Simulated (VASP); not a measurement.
BN, 4 atoms in the cell. The structure is hexagonal, space group P6_3mc (No. 186). The conventional cell has a = 2.473 Å, b = 2.473 Å, c = 4.342 Å, α = 90.00°, β = 90.00°, γ = 120.00°. B (site symmetry 3m) has 4 N at 1.53 to 1.63 Å within 2.0 Å. N (site symmetry 3m) has 4 B at 1.53 to 1.63 Å within 2.0 Å.  This cell differs from its parent crystal: strain +e along x and -e along y +0.0000, strain +e along z and -e/2 along x and y +0.0400.

```yaml
Program: VASP 6.6.1
Task: single point
Functional: LDA
Potentials_or_basis: VASP PAW LDA potentials, release 64 (B, N)
Cutoff: 600 eV
k_mesh: 12 × 12 × 6
Occupations: gaussian, width 0.05 eV
Spin: no spin polarisation
Dipole_correction: no
Further_INCAR_settings: ALGO = Normal; EDIFF = 1e-06; NBANDS = 16
```

Potentials or basis: VASP PAW LDA potentials, release 64 (B, N).

Run with:

```sh
$ cat potpaw_LDA.64/B/POTCAR potpaw_LDA.64/N/POTCAR > POTCAR
$ mpirun -np 1 vasp_std > vasp.out
```

Hardware: 1 thread of Intel Xeon 8259CL, with other jobs on the host.

Question: How long does it take, and how much memory?

Answer: It took 40 s on 1 thread of Intel Xeon 8259CL, with other jobs on the host, peak memory 0.14 GiB. Counts: scf iterations 12, k points 76.
